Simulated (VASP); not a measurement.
# CuSi4P3 (R3m) in VASP: a series of runs

CuSi4P3 is run at these levels: PBEsol, PBE; tasks: single point.

Everything below comes from runs of VASP 6.6.1. Logs are shortened: lines on timing, memory, paths and dates and some standing lists are left out, and cuts for length are marked.

## (1) The cell of the first run

It takes space group R3m (No. 160, trigonal). The conventional cell has a = 3.872 Å, b = 3.872 Å, c = 34.663 Å, α = 90.00°, β = 90.00°, γ = 120.00°. Within 3.0 Å of Si (site symmetry 3m) lie 1 P at 2.28 Å and 3 Si at 2.35 Å. Within 3.0 Å of Si (site symmetry 3m) lie 4 P at 2.26 to 2.29 Å. Si (site symmetry 3m) has 4 P at 2.21 to 2.34 Å within 2.9 Å. Si (site symmetry 3m) has 3 Si at 2.35 Å and 1 Cu at 2.38 Å within 3.1 Å. Within 3.0 Å of Cu (site symmetry 3m) lie 3 P at 2.29 Å and 1 Si at 2.38 Å. Within 3.0 Å of P (site symmetry 3m) lie 4 Si at 2.28 to 2.29 Å. P (site symmetry 3m) has 4 Si at 2.26 to 2.34 Å within 3.0 Å. Within 2.9 Å of P (site symmetry 3m) lie 1 Si at 2.21 Å and 3 Cu at 2.29 Å.

## (2) Single point, PBEsol

INCAR

```
PREC = Accurate
ENCUT = 520
EDIFF = 1E-7
ISMEAR = 0
SIGMA = 0.1
LREAL = False
LASPH = True
NELM = 100
ALGO = Normal
ISIF = 2
LWAVE = False
LCHARG = False
GGA = PS
NBANDS = 31
```

KPOINTS

```
regular mesh
0
Gamma
  3 3 3
```

POSCAR

```
CuSi4P3
1.0
    1.9357869250      1.1176271022     11.5543338505
   -1.9357869250      1.1176271022     11.5543338505
    0.0000000000     -2.2352542045     11.5543338505
Si Cu P
4 1 3
Direct
    0.7505810000      0.7505810000      0.7505810000
    0.4980110000      0.4980110000      0.4980110000
    0.2502400000      0.2502400000      0.2502400000
    0.0631480000      0.0631480000      0.0631480000
    0.9944980000      0.9944980000      0.9944980000
    0.8164080000      0.8164080000      0.8164080000
    0.5632290000      0.5632290000      0.5632290000
    0.3138850000      0.3138850000      0.3138850000
```

Potentials or basis: VASP PAW PBE potentials, release 64 (Si, Cu, P).

Launch:

```sh
$ cat potpaw_PBE.64/Si/POTCAR potpaw_PBE.64/Cu/POTCAR potpaw_PBE.64/P/POTCAR > POTCAR
$ mpirun -np 1 vasp_std > vasp.out
```

OUTCAR:

```text
PREC = Accurate
   ENCUT = 520
   EDIFF = 1E-7
   ISMEAR = 0
   LREAL = False
   LASPH = True
   NELM = 100
   ISIF = 2
   GGA = PS

 ion  position               nearest neighbor table
   1  0.751  0.751  0.751-   6 2.28   4 2.35   4 2.35   4 2.35
   2  0.498  0.498  0.498-   7 2.26   6 2.29   6 2.29   6 2.29
   3  0.250  0.250  0.250-   8 2.21   7 2.34   7 2.34   7 2.34
   4  0.063  0.063  0.063-   1 2.35   1 2.35   1 2.35   5 2.38
   5  0.994  0.994  0.994-   8 2.29   8 2.29   8 2.29   4 2.38
   6  0.816  0.816  0.816-   1 2.28   2 2.29   2 2.29   2 2.29
   7  0.563  0.563  0.563-   2 2.26   3 2.34   3 2.34   3 2.34
   8  0.314  0.314  0.314-   3 2.21   5 2.29   5 2.29   5 2.29

  LATTYP: Found a trigonal (rhomboedric) cell.
 ALAT       =    11.7685594738
 COS(alpha) =     0.9458873893

  Lattice vectors:

 A1 = (   1.9357869250,   1.1176271022,  11.5543338505)
 A2 = (  -1.9357869250,   1.1176271022,  11.5543338505)
 A3 = (   0.0000000000,  -2.2352542045,  11.5543338505)

Analysis of symmetry for initial positions (statically):
=====================================================================
 Subroutine PRICEL returns:
 Original cell was already a primitive cell.

 Routine SETGRP: Setting up the symmetry group for a
 trigonal (rhombohedral) supercell.

 Subroutine GETGRP returns: Found  6 space group operations
 (whereof  6 operations were pure point group operations)
 out of a pool of 12 trial point group operations.

The static configuration has the point symmetry C_3v.

Analysis of symmetry for dynamics (positions and initial velocities):
=====================================================================
 Subroutine PRICEL returns:
 Original cell was already a primitive cell.

 Routine SETGRP: Setting up the symmetry group for a
 trigonal (rhombohedral) supercell.

 Subroutine GETGRP returns: Found  6 space group operations
 (whereof  6 operations were pure point group operations)
 out of a pool of 12 trial point group operations.

The dynamic configuration has the point symmetry C_3v.

 Subroutine INISYM returns: Found  6 space group operations
 (whereof  6 operations are pure point group operations),
 and found     1 'primitive' translations

----------------------------------------------------------------------------------------

                                     Primitive cell

  volume of cell :     149.9860

  direct lattice vectors                    reciprocal lattice vectors
     1.935786925  1.117627102 11.554333851     0.258292890  0.149125470  0.028849204
    -1.935786925  1.117627102 11.554333851    -0.258292890  0.149125470  0.028849204
     0.000000000 -2.235254204 11.554333851     0.000000000 -0.298250940  0.028849204

  length of vectors
    11.768559474 11.768559474 11.768559474     0.299642953  0.299642953  0.299642953

  position of ions in fractional coordinates (direct lattice)
     0.750581000  0.750581000  0.750581000
     0.498011000  0.498011000  0.498011000
     0.250240000  0.250240000  0.250240000
     0.063148000  0.063148000  0.063148000
     0.994498000  0.994498000  0.994498000
     0.816408000  0.816408000  0.816408000
     0.563229000  0.563229000  0.563229000
     0.313885000  0.313885000  0.313885000

  ion indices of the primitive-cell ions
   primitive index   ion index
                 1           1
                 2           2
                 3           3
                 4           4
                 5           5
                 6           6
                 7           7
                 8           8

----------------------------------------------------------------------------------------

 KPOINTS: regular mesh

Automatic generation of k-mesh.
 Grid dimensions read from file:
 generate k-points for:    3    3    3

 Generating k-lattice:

  Cartesian coordinates                     Fractional coordinates (reciprocal lattice)
     0.086097630  0.049708490  0.009616401     0.333333333  0.000000000  0.000000000
    -0.086097630  0.049708490  0.009616401     0.000000000  0.333333333  0.000000000
     0.000000000 -0.099416980  0.009616401    -0.000000000 -0.000000000  0.333333333

  Length of vectors
     0.099880984  0.099880984  0.099880984

  Shift w.r.t. Gamma in fractional coordinates (k-lattice)
     0.000000000  0.000000000  0.000000000

 Subroutine IBZKPT returns following result:
 ===========================================

 Found      6 irreducible k-points:

 Following reciprocal coordinates:
            Coordinates               Weight
  0.000000  0.000000  0.000000      1.000000
  0.333333 -0.000000 -0.000000      6.000000
  0.333333  0.333333 -0.000000      6.000000
 -0.333333  0.333333  0.000000      6.000000
  0.333333  0.333333  0.333333      2.000000
 -0.333333  0.333333  0.333333      6.000000
   k-points           NKPTS =      6   k-points in BZ     NKDIM =      6   number of bands    NBANDS=     31
   number of dos      NEDOS =    301   number of ions     NIONS =      8
   total plane-waves  NPLWV = 729000
   dimension x,y,z NGX =    90 NGY =   90 NGZ =   90
   dimension x,y,z NGXF=   180 NGYF=  180 NGZF=  180
   ions per type =               4   1   3
   NGX,Y,Z   is equivalent  to a cutoff of  12.71, 12.71, 12.71 a.u.
   NGXF,Y,Z  is equivalent  to a cutoff of  25.43, 25.43, 25.43 a.u.
 SYSTEM =  unknown system
   PREC   = accura    normal or accurate (medium, high low for compatibility)
   ISTART =      0    job   : 0-new  1-cont  2-samecut
   ICHARG =      2    charge: 1-file 2-atom 10-const
   ISPIN  =      1    spin polarized calculation?
   LNONCOLLINEAR =      F non collinear calculations
   LSORBIT =      F    spin-orbit coupling
   LASPH  =      T    aspherical Exc in radial PAW
   ENCUT  =  520.0 eV  38.22 Ry    6.18 a.u.  21.88 21.88 21.88*2*pi/ulx,y,z
   NELM   =    100;   NELMIN=  2; NELMDL= -5     # of ELM steps
   EDIFF  = 0.1E-06   stopping-criterion for ELM
   LREAL  =      F    real-space projection
   EDIFFG = 0.1E-05   stopping-criterion for IOM
   NSW    =      0    number of steps for IOM
   IBRION =     -1    ionic relax: 0-MD 1-quasi-New 2-CG
   NFREE  =      0    steps in history (QN), initial steepest desc. (CG)
   ISIF   =      2    stress and relaxation
   ISYM   =      2    0-nonsym 1-usesym 2-fastsym
   POTIM  = 0.5000    time-step for ionic-motion
   TEBEG  =    0.0;   TEEND  =   0.0 temperature during run
   PSTRESS=    0.0 pullay stress
   NELECT =      42.0000    total number of electrons
   NUPDOWN=      -1.0000    fix difference up-down
   EMIN   =  10.00;   EMAX   =-10.00  energy-range for DOS
   EFERMI =   0.00;   METHOD = LEGACY
   ISMEAR =     0;   SIGMA  =   0.10  broadening in eV -4-tet -1-fermi 0-gaus
   EFERMI_NEDOS =   21; number of points for ismear=-14 and -15
   IALGO  =     38    algorithm
   IMIX   =      4    mixing-type and parameters
     AMIX     =   0.40;   BMIX     =  1.00
     AMIX_MAG =   1.60;   BMIX_MAG =  1.00
  volume/ion in A,a.u.               =      18.75       126.52
  Fermi-wavevector in a.u.,A,eV,Ry     =   1.071045  2.023982 15.607752  1.147137
  Thomas-Fermi vector in A             =   2.206773
   LORBIT       =      0    0 simple, 1 ext, 2 COOP (PROOUT), +10 PAW based schemes
   GGA     = PS    functional components
   LHFCALC =     F    Hartree Fock is set to
   AEXX    =    0.0000 exact exchange contribution
   IVDW    =     0    specifies the selected vdW correction
   LEPSILON=     F    determine dielectric tensor
   LRPA    =     F    only Hartree local field effects (RPA)
 non-spin polarized calculation
 Gauss-broadening in eV      SIGMA  =   0.10
  energy-cutoff  :      520.00
  volume of cell :      149.99
 maximum number of plane-waves:      4069
 NGX is ok and might be reduce to    90
   NGX = 43   NGY = 43   NGZ = 43

 number of electron      41.9999993 magnetization

 Free energy of the ion-electron system (eV)
  ---------------------------------------------------
  ext. energy  EPLUGINS =         0.00000000
  ---------------------------------------------------
  free energy    TOTEN  =       -43.92592232 eV

  energy without entropy =      -43.88128913  energy(sigma->0) =      -43.90360572

 E-fermi :   5.8265     XC(G=0):  -9.9664

 val. band max:        5.7967274940   @ k =  -0.3333   0.3333   0.3333
 cond. band min:       5.8444667606   @ k =   0.3333   0.3333  -0.0000
 fundamental gap:      0.0477392666
 Fermi energy:         5.8264823127

 k-point     1 :       0.0000    0.0000    0.0000
  band No.  band energies     occupation
      1      -8.0399      2.00000
      2      -6.9316      2.00000
      3      -5.3604      2.00000
      4      -4.2210      2.00000
      5      -1.4270      2.00000
      6       1.2574      2.00000
[... 23 lines left out ...]
     30       9.3294      0.00000
     31       9.4187      0.00000

 k-point     2 :       0.3333   -0.0000   -0.0000
  band No.  band energies     occupation
      1      -6.9703      2.00000
      2      -6.0089      2.00000
      3      -4.7022      2.00000
      4      -3.2693      2.00000
      5      -2.0624      2.00000
      6      -1.1055      2.00000
[... 23 lines left out ...]
     30      10.7608      0.00000
     31      10.8506      0.00000

 k-point     3 :       0.3333    0.3333   -0.0000
  band No.  band energies     occupation
      1      -6.9677      2.00000
      2      -6.0234      2.00000
      3      -4.6502      2.00000
      4      -3.3778      2.00000
      5      -1.9779      2.00000
      6      -1.0427      2.00000
[... 23 lines left out ...]
     30      11.1151      0.00000
     31      11.1900      0.00000

 k-point     4 :      -0.3333    0.3333    0.0000
  band No.  band energies     occupation
      1      -5.6284      2.00000
      2      -5.6061      2.00000
      3      -4.7338      2.00000
      4      -2.5446      2.00000
      5      -2.0393      2.00000
      6      -1.6407      2.00000
[... 23 lines left out ...]
     30      11.0666      0.00000
     31      11.2683      0.00000

 k-point     5 :       0.3333    0.3333    0.3333
  band No.  band energies     occupation
      1      -8.0342      2.00000
      2      -6.9655      2.00000
      3      -5.1660      2.00000
      4      -4.4837      2.00000
      5      -1.0517      2.00000
      6       0.5842      2.00000
[... 23 lines left out ...]
     30       9.2581      0.00000
     31       9.6423      0.00000

 k-point     6 :      -0.3333    0.3333    0.3333
  band No.  band energies     occupation
      1      -6.9654      2.00000
      2      -6.0340      2.00000
      3      -4.6248      2.00000
      4      -3.3983      2.00000
      5      -1.9475      2.00000
      6      -1.1684      2.00000
[... 23 lines left out ...]
     30      11.0690      0.00000
     31      11.2297      0.00000

------------------------ aborting loop because EDIFF is reached ----------------------------------------

  FORCE on cell =-STRESS in cart. coord.  units (eV):
  Direction    XX          YY          ZZ          XY          YZ          ZX
  --------------------------------------------------------------------------------------
  -------------------------------------------------------------------------------------
  Total       -0.6917869     -0.6917869     -3.1460234      0.0000000      0.0000000      0.0000000
  in kB       -7.3897933     -7.3897933    -33.6063927      0.0000000      0.0000000      0.0000000
  external PRESSURE =     -16.1286598 kB  Pullay stress =       0.0000000 kB

 VOLUME and BASIS-vectors are now :
 -----------------------------------------------------------------------------
  energy-cutoff  :      520.00
  volume of cell :      149.99
      direct lattice vectors                 reciprocal lattice vectors
     1.935786925  1.117627102 11.554333851     0.258292890  0.149125470  0.028849204
    -1.935786925  1.117627102 11.554333851    -0.258292890  0.149125470  0.028849204
     0.000000000 -2.235254204 11.554333851     0.000000000 -0.298250940  0.028849204

 POSITION                                       TOTAL-FORCE (eV/Angst)
 -----------------------------------------------------------------------------------
      0.00000     -0.00000     26.01739         0.000000      0.000000     -0.074137
      0.00000     -0.00000     17.26256         0.000000     -0.000000      0.077932
      0.00000     -0.00000      8.67407         0.000000      0.000000     -0.217214
      0.00000     -0.00000      2.18890         0.000000     -0.000000      0.062929
      0.00000     -0.00000     34.47229         0.000000      0.000000     -0.161456
      0.00000     -0.00000     28.29915         0.000000      0.000000     -0.299896
      0.00000     -0.00000     19.52321         0.000000     -0.000000      0.204977
      0.00000     -0.00000     10.88020         0.000000     -0.000000      0.406865
 -----------------------------------------------------------------------------------
    total drift:                               -0.000000     -0.000000      0.000423

  FREE ENERGIE OF THE ION-ELECTRON SYSTEM (eV)
  ---------------------------------------------------
  free  energy   TOTEN  =       -43.9259223199 eV

  energy  without entropy=      -43.8812891270  energy(sigma->0) =      -43.90360572
```

It took 7.7 min on 1 thread of Intel Xeon 6975P-C (Granite Rapids), shared host; peak memory 1.2 GiB.

Results:

```yaml
Free_energy: -43.9259 eV
Pressure: -1.6 GPa
Largest_force: 0.407 eV/Å
Band_gap_on_the_k_mesh: zero (bands 21 and 22 overlap by 0.89 eV)
```

Forces in eV/Å, atoms in the order of the input:
```
Si   0.000  0.000 -0.074
Si   0.000  0.000  0.078
Si   0.000  0.000 -0.217
Si   0.000  0.000  0.063
Cu   0.000  0.000 -0.161
P    0.000  0.000 -0.300
P    0.000  0.000  0.205
P    0.000  0.000  0.407
```

Stress tensor (GPa, compression positive):
```
-0.74  0.00  0.00
 0.00 -0.74  0.00
 0.00  0.00 -3.36
```

Levels at points of the mesh, in eV from the Fermi level:
| k point | band 19 | band 20 | band 21 | band 22 | band 23 | band 24 |
| --- | --- | --- | --- | --- | --- | --- |
| (0.00, 0.00, 0.00) | -0.43 | 0.05 | 0.79 | 0.93 | 0.93 | 2.09 |

Caveat: the k points lie up to 0.63 Å⁻¹ apart, too coarse for converged energies and pressures of a metal; the PAW data sets were made with another functional, which shifts forces and pressure a little.

## (3) Single point, PBE

INCAR

```
PREC     = Accurate       # precision mode
ENCUT    = 520            # plane-wave cutoff, eV
EDIFF    = 1E-7           # SCF threshold, eV
ISMEAR   = 0              # smearing method
SIGMA    = 0.1            # smearing width, eV
LREAL    = False          # projectors in reciprocal space
LASPH    = True           # aspherical terms in the spheres
NELM     = 60             # most SCF steps
ALGO     = Normal         # electronic algorithm
ISIF     = 2              # what is computed and relaxed
LWAVE    = False          # write WAVECAR
LCHARG   = False          # write CHGCAR
GGA      = PE             # functional
NBANDS   = 31             # bands
```

KPOINTS

```
regular mesh
0
Gamma
  6 6 6
```

POSCAR is that of step 2.

Potentials or basis: VASP PAW PBE potentials, release 64 (Si, Cu, P).

Launch:

```sh
$ cat potpaw_PBE.64/Si/POTCAR potpaw_PBE.64/Cu/POTCAR potpaw_PBE.64/P/POTCAR > POTCAR
$ mpirun -np 1 vasp_std > vasp.out
```

Wall time 24 min (1 thread of Intel Xeon 6975P-C (Granite Rapids), shared host); peak memory 1.3 GiB.

It converged, with:

- Free energy: -40.9841 eV
- Pressure: 0.6 GPa
- Largest force: 0.742 eV/Å
- Band gap on the k mesh: zero (bands 21 and 22 overlap by 1.05 eV)

Forces on the atoms (eV/Å):
```
Si   0.000  0.000 -0.258
Si   0.000  0.000  0.400
Si   0.000  0.000  0.742
Si   0.000  0.000 -0.193
Cu   0.000  0.000 -0.171
P    0.000  0.000 -0.326
P    0.000  0.000 -0.324
P    0.000  0.000  0.129
```

Stress tensor (GPa, compression positive):
```
0.13 0.00 0.00
0.00 0.13 0.00
0.00 0.00 1.60
```

Levels at points of the mesh, in eV from the Fermi level:
| k point | band 18 | band 19 | band 20 | band 21 | band 22 | band 23 | band 24 | band 25 |
| --- | --- | --- | --- | --- | --- | --- | --- | --- |
| (0.00, 0.00, 0.00) | -0.69 | -0.69 | -0.52 | 0.56 | 0.76 | 0.76 | 1.51 | 1.51 |
| (0.50, 0.00, 0.00) | -2.24 | -1.96 | -1.01 | -0.91 | -0.49 | 0.40 | 1.82 | 2.01 |
| (0.50, 0.50, 0.00) | -2.33 | -2.04 | -0.96 | -0.39 | -0.16 | 0.33 | 1.06 | 1.41 |
| (0.50, 0.50, 0.50) | -0.88 | -0.66 | -0.66 | 0.33 | 0.65 | 0.65 | 1.56 | 1.56 |
